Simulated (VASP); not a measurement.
Wanted: the native input for a VASP 6.6.1 run.

```yaml
Task: relaxation of cell and atoms
Functional: PBE
Potentials_or_basis: VASP PAW PBE potentials, release 64 (Ta_pv, Mo_sv, Au)
Cutoff: 600 eV
k_mesh: 4 × 4 × 4
Occupations: gaussian, width 0.1 eV
Spin: no spin polarisation
Dipole_correction: no
Further_INCAR_settings: ALGO = Normal; EDIFF = 1e-06; IBRION = 2; EDIFFG = -0.04; NSW = 90; ISIF = 3
```

The structure of TaMoAu lies in POSCAR:

```
TaMoAu
1.0
    3.8620032500      0.0000000000      0.0000000000
    0.0000000000      3.8620032500      0.0000000000
    0.0000000000      0.0000000000      4.4107445600
Ta Mo Au
1 1 1
Direct
    0.5000000000      0.5000000000      0.5000000000
    0.0000000000      0.0000000000      0.5000000000
    0.0000000000      0.0000000000      0.0000000000
```

These files were run (other wordings do the same):

INCAR

```
ALGO = Normal ; EDIFF = 1E-6
EDIFFG = -0.04 ; ENCUT = 600
GGA = PE ; IBRION = 2
ISIF = 3 ; ISMEAR = 0
LASPH = True ; LCHARG = False
LREAL = False ; LWAVE = False
NELM = 60 ; NSW = 90
PREC = Accurate ; SIGMA = 0.1
```

KPOINTS

```
k-points
0
Gamma
  4 4 4
```

Potentials or basis: VASP PAW PBE potentials, release 64 (Ta_pv, Mo_sv, Au).

Launch:

```sh
$ cat potpaw_PBE.64/Ta_pv/POTCAR potpaw_PBE.64/Mo_sv/POTCAR potpaw_PBE.64/Au/POTCAR > POTCAR
$ mpirun -np 1 vasp_std > vasp.out
```

Results of the run:

- Relaxed volume: 22.76 Å³/atom
- Relaxed cell: a = 3.595 Å, b = 3.595 Å, c = 5.282 Å, α = 90.00°, β = 90.00°, γ = 90.00°
- Space group after relaxing (to 0.05 Å): P4/mmm (No. 123)
- Energy gained by relaxing: 811.3 meV/atom
- Ionic steps: 9
- Pressure after relaxing: 0.0 GPa
- Band gap on the k mesh: zero (band 18 reaches 6.66 eV, above the bottom of band 19 at 4.18 eV)

Caveat: the k points lie up to 0.44 Å⁻¹ apart in the final cell; spin-orbit coupling is left out, which moves the levels of the heavy elements.

It took 3.3 min on 1 thread of Intel Xeon 6975P-C, on a shared host, peak memory 0.23 GiB.
